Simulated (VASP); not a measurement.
Write the native input for VASP 6.6.1 that does the following.

- Task: single point
- Functional: LDA
- Potentials or basis: VASP PAW LDA potentials, release 64 (Ir)
- Cutoff: 520 eV
- k mesh: 15 × 15 × 15
- Occupations: fermi-dirac, width 0.1 eV
- Spin: no spin polarisation
- Dipole correction: no
- Further INCAR settings: ALGO = Normal; EDIFF = 1e-06; NBANDS = 10

The structure of Ir lies in POSCAR:

```
Ir
1.0
    2.5268085999      0.0000000000      0.0000000000
    0.0000000000      2.5268085999      0.0000000000
    0.0000000000      0.0000000000      2.5268085999
Ir
1
Direct
    0.0000000000      0.0000000000      0.0000000000
```

One way to write it, as run:

INCAR

```
SYSTEM = Ir
ALGO     = Normal         ! electronic algorithm
EDIFF    = 1E-6           ! SCF threshold, eV
ENCUT    = 520            ! plane-wave cutoff, eV
GGA      = CA             ! functional
ISIF     = 2              ! what is computed and relaxed
ISMEAR   = -1             ! smearing method
LASPH    = .True.         ! aspherical terms in the spheres
LCHARG   = .False.        ! write CHGCAR
LREAL    = .False.        ! projectors in reciprocal space
LWAVE    = .False.        ! write WAVECAR
NBANDS   = 10             ! bands
NELM     = 80             ! most SCF steps
PREC     = Accurate       ! precision mode
SIGMA    = 0.1            ! smearing width, eV
```

KPOINTS

```
k-points
0
Gamma
  15 15 15
  0 0 0
```

Potentials or basis: VASP PAW LDA potentials, release 64 (Ir).

Command:

```sh
$ cat potpaw_LDA.64/Ir/POTCAR > POTCAR
$ mpirun -np 1 vasp_std > vasp.out
```

Results of the run:

The pressure is 1.5 GPa.

Wall time 25 s on 1 thread of AMD EPYC 7R13, on a shared host, peak memory 0.1 GiB.
